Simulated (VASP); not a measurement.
Input of a VASP 6.6.1 run:

File INCAR:

```
ALGO = Normal ; EDIFF = 1E-6
ENCUT = 600 ; GGA = PS
GGA_COMPAT = F ; ISIF = 2
ISMEAR = 0 ; LASPH = T
LCHARG = F ; LREAL = F
LWAVE = F ; NBANDS = 13
NELM = 120 ; PREC = Accurate
SIGMA = 0.1
```

File KPOINTS:

```
k-points
0
Gamma
  6 6 6
```

Contents of POSCAR:

```
O
1.0
    1.4233490221      0.8217709410      3.4083000000
   -1.4233490221      0.8217709410      3.4083000000
    0.0000000000     -1.6435418821      3.4083000000
O
2
Direct
    0.0577000000      0.0577000000      0.0577000000
    0.9423000000      0.9423000000      0.9423000000
```

Potentials or basis: VASP PAW PBE potentials, release 64 (O).

The run is started by

```bash
$ cat potpaw_PBE.64/O/POTCAR > POTCAR
$ mpirun -np 1 vasp_std > vasp.out
```

Problem. What does it give for the band gap on the k mesh?

Solution. Zero (band 6 reaches 1.20 eV, above the bottom of band 7 at 0.08 eV).

Problem. What does it give for the largest force?

Solution. 3.919 eV/Å.

Problem. Predict the pressure.

Solution. 5.7 GPa.

Forces in eV/Å, atoms in the order of the input:
```
O    0.000  0.000  3.919
O    0.000  0.000 -3.919
```

Caveat: the k points lie up to 0.44 Å⁻¹ apart; the standard files for N, O and F lose accuracy on very short bonds; spin is off for a triplet molecule; the PAW data sets were made with another functional, which shifts forces and pressure a little.
